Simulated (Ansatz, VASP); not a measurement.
One calculation of SnSe, two programs

```
Sn Se
1.0
     0.00000    3.01000    3.01000
     3.01000    0.00000    3.01000
     3.01000    3.01000    0.00000
Sn Se
1 1
Direct
  0.00000 0.00000 0.00000
  0.50000 0.50000 0.50000
```

Alike in both runs: task single point; functional PBE; k mesh 8 × 8 × 8; occupations gaussian, width 0.05 eV; no spin polarisation.

|  | VASP | Ansatz |
| --- | --- | --- |
| version | VASP 6.6.1 | Ansatz 0.2.0 |
| potentials or method | VASP PAW PBE potentials, release 64 (Sn_d, Se), cutoff 520 eV | scalar-relativistic, plane waves, PAW |
| valence electrons in the cell | 20 | 30 |

|  | VASP | Ansatz | Ansatz less VASP |
| --- | --- | --- | --- |
| gap on the k mesh at the Fermi level (eV) | 0.58 | 0.58 | -0.001 |
| pressure (GPa) | 0.9 | 0.9 | 0.00 |

The functional is the same, so the differences come from potentials, cutoffs and numerics. VASP's potentials hold 20 valence electrons a cell and Ansatz's 30, so a difference there can come from the potentials and not from the codes.
